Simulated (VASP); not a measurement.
# Mg9O8 (a cell with a defect) in VASP: further runs

The runs below take Mg9O8 (a cell with a defect) through single point, with LDA.

All numbers are computed with VASP 6.6.1; they aren't measurements. Logs are shortened: lines on timing, memory, paths and dates and some standing lists are left out, and cuts for length are marked.

## 1. The cell of the first run

The cell holds a defect, 17 atoms: a = 6.095 Å, b = 6.095 Å, c = 6.095 Å, α = 60.00°, β = 60.00°, γ = 60.00°.

## 2. Single point, LDA

Contents of INCAR:

```
SYSTEM = Mg9O8
PREC = Accurate
ENCUT = 520
EDIFF = 1E-6
ISMEAR = -1
SIGMA = 0.02
LREAL = Auto
LASPH = .TRUE.
NELM = 80
ALGO = Normal
ISIF = 2
LWAVE = .FALSE.
LCHARG = .FALSE.
NBANDS = 47
```

Contents of KPOINTS:

```
regular mesh
0
G
  2 2 2
  0 0 0
```

Contents of POSCAR:

```
Mg9O8
1.0
    0.0000000000      4.3100000000      4.3100000000
    4.3100000000      0.0000000000      4.3100000000
    4.3100000000      4.3100000000      0.0000000000
Mg O
9 8
Direct
    0.0020219002      0.0013849007      0.0159251228
   -0.0550873909     -0.0559972862      0.4442638077
    0.0083307209      0.5054964448      0.0057818211
    0.0020281938      0.5156501643      0.5016975417
    0.5060514160      0.0075562782      0.0059185470
    0.5163747038      0.0015518034      0.5018326122
    0.5077024906      0.5069155609      0.0071746026
    0.5060672263      0.5056667882      0.5077966960
    0.0836505980      0.0827176773      0.5829629921
    0.2776075277      0.2770713217      0.2447601948
    0.2499538161      0.2487985860      0.7491440632
    0.2623090054      0.7386079970      0.2388779200
    0.2776295732      0.7445368333      0.7773278508
    0.7393569132      0.2616697549      0.2389950310
    0.7452792554      0.2769042739      0.7771253030
    0.7585302624      0.7575840703      0.2579260807
    0.7393352879      0.7387368313      0.7619124133
```

Potentials or basis: VASP PAW LDA potentials, release 64 (Mg, O).

On the command line:

```bash
$ cat potpaw_LDA.64/Mg/POTCAR potpaw_LDA.64/O/POTCAR > POTCAR
$ mpirun -np 1 vasp_std > vasp.out
```

OUTCAR:

```text
SYSTEM = Mg9O8
   PREC = Accurate
   ENCUT = 520
   EDIFF = 1E-6
   ISMEAR = -1
   LREAL = Auto
   LASPH = .TRUE.
   NELM = 80
   ISIF = 2

 ion  position               nearest neighbor table
   1  0.002  0.001  0.016-  12 2.09  14 2.09  16 2.10  11 2.14  13 2.14  15 2.14   9 2.25   2 2.32
                             4 2.96   6 2.96   3 3.03   5 3.04   7 3.05   7 3.05   5 3.06   3 3.06
   2  0.945  0.944  0.444-  12 1.90  14 1.90  17 1.90   9 2.07   6 2.32   4 2.32   1 2.32  16 2.78
                             5 3.18   8 3.18   3 3.19   3 3.19   8 3.19   5 3.19
   3  0.008  0.505  0.006-  16 2.17  10 2.20  13 2.20  11 2.21  14 2.22  17 2.22   5 3.03   8 3.03
                             1 3.03   4 3.03   7 3.04   7 3.05   8 3.06   5 3.06   4 3.06   1 3.06
   4  0.002  0.516  0.502-  12 2.09  17 2.09  16 2.10  11 2.14  15 2.14  10 2.14   9 2.25   2 2.32
                             1 2.96   6 2.96   3 3.03   8 3.04   7 3.05   7 3.05   8 3.06   3 3.06
   5  0.506  0.008  0.006-  16 2.17  10 2.20  15 2.20  11 2.21  12 2.22  17 2.22   3 3.03   1 3.04
                             8 3.04   6 3.04   7 3.04   7 3.05   8 3.06   6 3.06   3 3.06   1 3.06
   6  0.516  0.002  0.502-  17 2.09  14 2.09  16 2.10  11 2.13  13 2.14  10 2.14   9 2.25   2 2.32
                             1 2.96   4 2.96   8 3.04   5 3.04   7 3.05   7 3.05   5 3.06   8 3.06
   7  0.508  0.507  0.007-  13 1.98  10 1.98  15 1.98  12 2.00  17 2.00  14 2.00   8 3.04   5 3.04
                             3 3.04   4 3.05   1 3.05   6 3.05   6 3.05   1 3.05   4 3.05   3 3.05
   8  0.506  0.506  0.508-  16 2.17  13 2.20  15 2.20  11 2.21  12 2.22  14 2.22   3 3.03   4 3.04
                             5 3.04   6 3.04   7 3.04   7 3.05   5 3.06   6 3.06   3 3.06   4 3.06
   9  0.084  0.083  0.583-  10 1.89  13 1.89  15 1.89   2 2.07   6 2.25   4 2.25   1 2.25  11 2.48
                             5 3.25   8 3.25   3 3.25   3 3.26   8 3.26   5 3.26
  10  0.278  0.277  0.245-   9 1.89   7 1.98   4 2.14   6 2.14   3 2.20   5 2.20
  11  0.250  0.249  0.749-   6 2.13   1 2.14   4 2.14   5 2.21   8 2.21   3 2.21   9 2.48
  12  0.262  0.739  0.239-   2 1.90   7 2.00   1 2.09   4 2.09   8 2.22   5 2.22
  13  0.278  0.745  0.777-   9 1.89   7 1.98   1 2.14   6 2.14   3 2.20   8 2.20
  14  0.739  0.262  0.239-   2 1.90   7 2.00   6 2.09   1 2.09   8 2.22   3 2.22
  15  0.745  0.277  0.777-   9 1.89   7 1.98   4 2.14   1 2.14   8 2.20   5 2.20
  16  0.759  0.758  0.258-   4 2.10   1 2.10   6 2.10   3 2.17   8 2.17   5 2.17   2 2.78
  17  0.739  0.739  0.762-   2 1.90   7 2.00   6 2.09   4 2.09   5 2.22   3 2.22

  LATTYP: Found a face centered cubic cell.
 ALAT       =     8.6200000000

  Lattice vectors:

 A1 = (   0.0000000000,   4.3100000000,   4.3100000000)
 A2 = (   4.3100000000,   0.0000000000,   4.3100000000)
 A3 = (   4.3100000000,   4.3100000000,   0.0000000000)

Analysis of symmetry for initial positions (statically):
=====================================================================
 Subroutine PRICEL returns:
 Original cell was already a primitive cell.

 Routine SETGRP: Setting up the symmetry group for a
 face centered cubic supercell.

 Subroutine GETGRP returns: Found  1 space group operations
 (whereof  1 operations were pure point group operations)
 out of a pool of 48 trial point group operations.

The static configuration has the point symmetry C_1 .

Analysis of symmetry for dynamics (positions and initial velocities):
=====================================================================
 Subroutine PRICEL returns:
 Original cell was already a primitive cell.

 Routine SETGRP: Setting up the symmetry group for a
 face centered cubic supercell.

 Subroutine GETGRP returns: Found  1 space group operations
 (whereof  1 operations were pure point group operations)
 out of a pool of 48 trial point group operations.

The dynamic configuration has the point symmetry C_1 .

 Subroutine INISYM returns: Found  1 space group operations
 (whereof  1 operations are pure point group operations),
 and found     1 'primitive' translations

----------------------------------------------------------------------------------------

                                     Primitive cell

  volume of cell :     160.1260

  direct lattice vectors                    reciprocal lattice vectors
     0.000000000  4.310000000  4.310000000    -0.116009281  0.116009281  0.116009281
     4.310000000  0.000000000  4.310000000     0.116009281 -0.116009281  0.116009281
     4.310000000  4.310000000  0.000000000     0.116009281  0.116009281 -0.116009281

  length of vectors
     6.095260454  6.095260454  6.095260454     0.200933968  0.200933968  0.200933968

  position of ions in fractional coordinates (direct lattice)
     0.002021900  0.001384901  0.015925123
     0.944912609  0.944002714  0.444263808
     0.008330721  0.505496445  0.005781821
     0.002028194  0.515650164  0.501697542
     0.506051416  0.007556278  0.005918547
     0.516374704  0.001551803  0.501832612
[... 9 lines left out ...]
     0.758530262  0.757584070  0.257926081
     0.739335288  0.738736831  0.761912413

  ion indices of the primitive-cell ions
   primitive index   ion index
                 1           1
                 2           2
                 3           3
                 4           4
                 5           5
                 6           6
[... 9 lines left out ...]
                16          16
                17          17

----------------------------------------------------------------------------------------

 KPOINTS: regular mesh

Automatic generation of k-mesh.
 Grid dimensions read from file:
 generate k-points for:    2    2    2

 Generating k-lattice:

  Cartesian coordinates                     Fractional coordinates (reciprocal lattice)
    -0.058004640  0.058004640  0.058004640     0.500000000  0.000000000  0.000000000
     0.058004640 -0.058004640  0.058004640     0.000000000  0.500000000  0.000000000
     0.058004640  0.058004640 -0.058004640     0.000000000  0.000000000  0.500000000

  Length of vectors
     0.100466984  0.100466984  0.100466984

  Shift w.r.t. Gamma in fractional coordinates (k-lattice)
     0.000000000  0.000000000  0.000000000

 Subroutine IBZKPT returns following result:
 ===========================================

 Found      8 irreducible k-points:

 Following reciprocal coordinates:
            Coordinates               Weight
  0.000000  0.000000  0.000000      1.000000
  0.500000  0.000000  0.000000      1.000000
  0.000000  0.500000  0.000000      1.000000
  0.000000  0.000000  0.500000      1.000000
  0.500000  0.500000  0.500000      1.000000
  0.500000  0.500000  0.000000      1.000000
  0.000000  0.500000  0.500000      1.000000
  0.500000  0.000000  0.500000      1.000000
   k-points           NKPTS =      8   k-points in BZ     NKDIM =      8   number of bands    NBANDS=     47
   number of dos      NEDOS =    301   number of ions     NIONS =     17
   total plane-waves  NPLWV = 110592
   dimension x,y,z NGX =    48 NGY =   48 NGZ =   48
   dimension x,y,z NGXF=    96 NGYF=   96 NGZF=   96
   ions per type =               9   8
   NGX,Y,Z   is equivalent  to a cutoff of  13.09, 13.09, 13.09 a.u.
   NGXF,Y,Z  is equivalent  to a cutoff of  26.18, 26.18, 26.18 a.u.
 SYSTEM =  Mg9O8
   PREC   = accura    normal or accurate (medium, high low for compatibility)
   ISTART =      0    job   : 0-new  1-cont  2-samecut
   ICHARG =      2    charge: 1-file 2-atom 10-const
   ISPIN  =      1    spin polarized calculation?
   LNONCOLLINEAR =      F non collinear calculations
   LSORBIT =      F    spin-orbit coupling
   LASPH  =      T    aspherical Exc in radial PAW
   ENCUT  =  520.0 eV  38.22 Ry    6.18 a.u.  11.33 11.33 11.33*2*pi/ulx,y,z
   NELM   =     80;   NELMIN=  2; NELMDL= -5     # of ELM steps
   EDIFF  = 0.1E-05   stopping-criterion for ELM
   LREAL  =      T    real-space projection
   EDIFFG = 0.1E-04   stopping-criterion for IOM
   NSW    =      0    number of steps for IOM
   IBRION =     -1    ionic relax: 0-MD 1-quasi-New 2-CG
   NFREE  =      0    steps in history (QN), initial steepest desc. (CG)
   ISIF   =      2    stress and relaxation
   ISYM   =      2    0-nonsym 1-usesym 2-fastsym
   POTIM  = 0.5000    time-step for ionic-motion
   TEBEG  =    0.0;   TEEND  =   0.0 temperature during run
   PSTRESS=    0.0 pullay stress
   NELECT =      66.0000    total number of electrons
   NUPDOWN=      -1.0000    fix difference up-down
   EMIN   =  10.00;   EMAX   =-10.00  energy-range for DOS
   EFERMI =   0.00;   METHOD = LEGACY
   ISMEAR =    -1;   SIGMA  =   0.02  broadening in eV -4-tet -1-fermi 0-gaus
   EFERMI_NEDOS =   21; number of points for ismear=-14 and -15
   IALGO  =     38    algorithm
   IMIX   =      4    mixing-type and parameters
     AMIX     =   0.40;   BMIX     =  1.00
     AMIX_MAG =   1.60;   BMIX_MAG =  1.00
  volume/ion in A,a.u.               =       9.42        63.56
  Fermi-wavevector in a.u.,A,eV,Ry     =   1.218341  2.302331 20.195874  1.484355
  Thomas-Fermi vector in A             =   2.353631
   LORBIT       =      0    0 simple, 1 ext, 2 COOP (PROOUT), +10 PAW based schemes
   GGA     = CA    functional components
   LHFCALC =     F    Hartree Fock is set to
   AEXX    =    0.0000 exact exchange contribution
   IVDW    =     0    specifies the selected vdW correction
   LEPSILON=     F    determine dielectric tensor
   LRPA    =     F    only Hartree local field effects (RPA)
 non-spin polarized calculation
  energy-cutoff  :      520.00
  volume of cell :      160.13
 maximum number of plane-waves:      4338
 NGX is ok and might be reduce to    48
   NGX = 23   NGY = 23   NGZ = 23

 number of electron      65.9999997 magnetization

 Free energy of the ion-electron system (eV)
  ---------------------------------------------------
  ext. energy  EPLUGINS =         0.00000000
  ---------------------------------------------------
  free energy    TOTEN  =       -97.46515936 eV

  energy without entropy =      -97.46493549  energy(sigma->0) =      -97.46504743

 E-fermi :   8.6129     XC(G=0): -11.5677

 val. band max:        8.4734534159   @ k =   0.5000   0.5000   0.0000
 cond. band min:       8.7522783704   @ k =   0.5000   0.0000   0.0000
 fundamental gap:      0.2788249545
 Fermi energy:         8.6129438020

 k-point     1 :       0.0000    0.0000    0.0000
  band No.  band energies     occupation
      1     -13.9966      2.00000
      2     -12.8555      2.00000
      3     -12.7289      2.00000
      4     -12.7285      2.00000
      5     -12.6663      2.00000
      6     -12.5446      2.00000
[... 37 lines left out ...]
     44      13.9522      0.00000
     45      14.6302      0.00000

 k-point     2 :       0.5000    0.0000    0.0000
  band No.  band energies     occupation
      1     -13.4983      2.00000
      2     -13.3883      2.00000
      3     -12.7806      2.00000
      4     -12.7036      2.00000
      5     -12.6298      2.00000
      6     -12.5477      2.00000
[... 37 lines left out ...]
     44      13.4831      0.00000
     45      13.7284      0.00000

 k-point     3 :       0.0000    0.5000    0.0000
  band No.  band energies     occupation
      1     -13.4981      2.00000
      2     -13.3884      2.00000
      3     -12.7808      2.00000
      4     -12.7032      2.00000
      5     -12.6304      2.00000
      6     -12.5480      2.00000
[... 229 lines left out ...]
     44      13.2879      0.00000
     45      13.8151      0.00000

 k-point     8 :       0.5000    0.0000    0.5000
  band No.  band energies     occupation
      1     -13.3350      2.00000
      2     -13.3226      2.00000
      3     -12.9087      2.00000
      4     -12.7898      2.00000
      5     -12.7244      2.00000
      6     -12.6460      2.00000
[... 37 lines left out ...]
     44      13.2920      0.00000
     45      13.8144      0.00000
 [bands above 45 left out]

------------------------ aborting loop because EDIFF is reached ----------------------------------------

  FORCE on cell =-STRESS in cart. coord.  units (eV):
  Direction    XX          YY          ZZ          XY          YZ          ZX
  --------------------------------------------------------------------------------------
  -------------------------------------------------------------------------------------
  Total       15.2237996     15.2312786     15.2318258      5.9583582      5.9599505      5.9605029
  in kB      152.3252277    152.4000600    152.4055354     59.6177226     59.6336551     59.6391827
  external PRESSURE =     152.3769410 kB  Pullay stress =       0.0000000 kB

 VOLUME and BASIS-vectors are now :
 -----------------------------------------------------------------------------
  energy-cutoff  :      520.00
  volume of cell :      160.13
      direct lattice vectors                 reciprocal lattice vectors
     0.000000000  4.310000000  4.310000000    -0.116009281  0.116009281  0.116009281
     4.310000000  0.000000000  4.310000000     0.116009281 -0.116009281  0.116009281
     4.310000000  4.310000000  0.000000000     0.116009281  0.116009281 -0.116009281

 POSITION                                       TOTAL-FORCE (eV/Angst)
 -----------------------------------------------------------------------------------
      0.07461      0.07735      0.01468         0.004241      0.006000     -0.004042
      5.98343      5.98735      8.14123         0.052884      0.051593      0.050674
      2.20361      0.06083      2.21460         0.005648     -0.003151     -0.002893
      4.38477      2.17106      2.23119         0.004406     -0.004450      0.005937
      0.05808      2.20659      2.21365        -0.004153      0.005199     -0.001312
      2.16959      4.38847      2.23226        -0.010064      0.002611      0.002440
[... 9 lines left out ...]
      4.37685      4.38093      6.53445        -0.012182     -0.024049     -0.021123
      6.46780      6.47038      6.37049         0.018654      0.024764     -0.044170
 -----------------------------------------------------------------------------------
    total drift:                               -0.003971      0.001963      0.003406

  FREE ENERGIE OF THE ION-ELECTRON SYSTEM (eV)
  ---------------------------------------------------
  free  energy   TOTEN  =       -97.4651593602 eV

  energy  without entropy=      -97.4649354948  energy(sigma->0) =      -97.46504743
```

Wall time 2 min (1 thread of AMD EPYC 7R43 (Zen 3), shared host); peak memory 0.23 GiB.

Results:

| Property | Result |
| --- | --- |
| Free energy | -97.4652 eV |
| Pressure | 15.2 GPa |
| Largest force | 0.090 eV/Å |
| Band gap on the k mesh | 0.28 eV |

Forces in eV/Å, atoms in the order of the input:
```
Mg   0.004  0.006 -0.004
Mg   0.053  0.052  0.051
Mg   0.006 -0.003 -0.003
Mg   0.004 -0.004  0.006
Mg  -0.004  0.005 -0.001
Mg  -0.010  0.003  0.002
Mg   0.000 -0.002 -0.002
Mg  -0.003 -0.001  0.005
Mg  -0.043 -0.043 -0.044
O   -0.014 -0.008  0.031
O    0.012 -0.004 -0.001
O   -0.048  0.023  0.021
O   -0.014  0.030 -0.010
O    0.018 -0.046  0.023
O    0.031 -0.008 -0.010
O   -0.012 -0.024 -0.021
O    0.019  0.025 -0.044
```

Caveat: the k points lie up to 0.63 Å⁻¹ apart.

## 3. Single point, LDA

Contents of INCAR:

```
SYSTEM = Mg9O8
ALGO = Normal
EDIFF = 1E-7
ENCUT = 520
ISIF = 2
ISMEAR = -1
LASPH = .TRUE.
LCHARG = .FALSE.
LREAL = Auto
LWAVE = .FALSE.
NBANDS = 47
NELM = 100
PREC = Accurate
SIGMA = 0.02
```

Contents of KPOINTS:

```
k-points
0
G
  2 2 2
  0 0 0
```

Contents of POSCAR:

```
Mg9O8
1.0
    0.0000000000      4.3100000000      4.3100000000
    4.3100000000      0.0000000000      4.3100000000
    4.3100000000      4.3100000000      0.0000000000
Mg O
9 8
Direct
    0.0020219258      0.0013848028      0.0159251740
   -0.0550874710     -0.0559972158      0.4442638051
    0.0083307425      0.5054964037      0.0057817865
    0.0020281903      0.5156502320      0.5016975638
    0.5060513921      0.0075562645      0.0059186775
    0.5163747100      0.0015517401      0.5018327146
    0.5077024362      0.5069156613      0.0071745940
    0.5060672854      0.5056668213      0.5077967517
    0.0836505800      0.0827176334      0.5829631090
    0.2776075406      0.2770713457      0.2447602088
    0.2499538283      0.2487986079      0.7491440835
    0.2623090487      0.7386078886      0.2388779582
    0.2776294664      0.7445368910      0.7773278422
    0.7393569606      0.2616697216      0.2389950116
    0.7452793503      0.2769041763      0.7771252900
    0.7585302784      0.7575841067      0.2579261021
    0.7393353828      0.7387367749      0.7619124130
```

Potentials or basis: VASP PAW LDA potentials, release 64 (Mg, O).

On the command line:

```bash
$ cat potpaw_LDA.64/Mg/POTCAR potpaw_LDA.64/O/POTCAR > POTCAR
$ mpirun -np 1 vasp_std > vasp.out
```

It took 2.5 min on 1 thread of AMD EPYC 7R43 (Zen 3), shared host; peak memory 0.23 GiB.

It converged, with:

| Item | Value |
| --- | --- |
| Free energy | -97.4652 eV |
| Pressure | 15.3 GPa |
| Largest force | 0.089 eV/Å |
| Band gap on the k mesh | 0.28 eV |

Forces on the atoms (eV/Å):
```
Mg   0.004  0.006 -0.004
Mg   0.053  0.052  0.051
Mg   0.006 -0.003 -0.003
Mg   0.004 -0.004  0.006
Mg  -0.004  0.005 -0.001
Mg  -0.010  0.003  0.002
Mg   0.000 -0.002 -0.002
Mg  -0.003 -0.001  0.005
Mg  -0.043 -0.043 -0.044
O   -0.014 -0.007  0.031
O    0.012 -0.005 -0.001
O   -0.048  0.023  0.021
O   -0.013  0.030 -0.010
O    0.018 -0.046  0.023
O    0.031 -0.008 -0.009
O   -0.012 -0.024 -0.021
O    0.018  0.024 -0.044
```

Stress tensor (GPa, compression positive):
```
15.25  5.96  5.96
 5.96 15.26  5.96
 5.96  5.96 15.26
```

Levels at points of the mesh, in eV from the valence-band top:
```tsv
k point	band 30	band 31	band 32	band 33	band 34	band 35	band 36	band 37
(0.00, 0.00, 0.00)	-5.79	-5.79	-5.51	-2.14	0.75	0.99	1.11	1.11
(0.50, 0.00, 0.00)	-5.95	-5.81	-5.68	-0.47	0.28	1.50	2.05	2.41
(0.00, 0.50, 0.00)	-5.95	-5.81	-5.68	-0.47	0.28	1.50	2.05	2.41
(0.00, 0.00, 0.50)	-5.95	-5.81	-5.68	-0.47	0.28	1.50	2.05	2.41
(0.50, 0.50, 0.50)	-6.27	-5.95	-5.95	-0.10	0.57	2.14	2.14	2.16
(0.50, 0.50, 0.00)	-6.13	-6.04	-5.93	0.00	1.08	2.15	2.20	2.53
(0.00, 0.50, 0.50)	-6.13	-6.04	-5.93	0.00	1.08	2.15	2.20	2.52
(0.50, 0.00, 0.50)	-6.13	-6.04	-5.93	0.00	1.08	2.15	2.20	2.53
```

Caveat: the k points lie up to 0.63 Å⁻¹ apart.

[end of part 1 of 2]
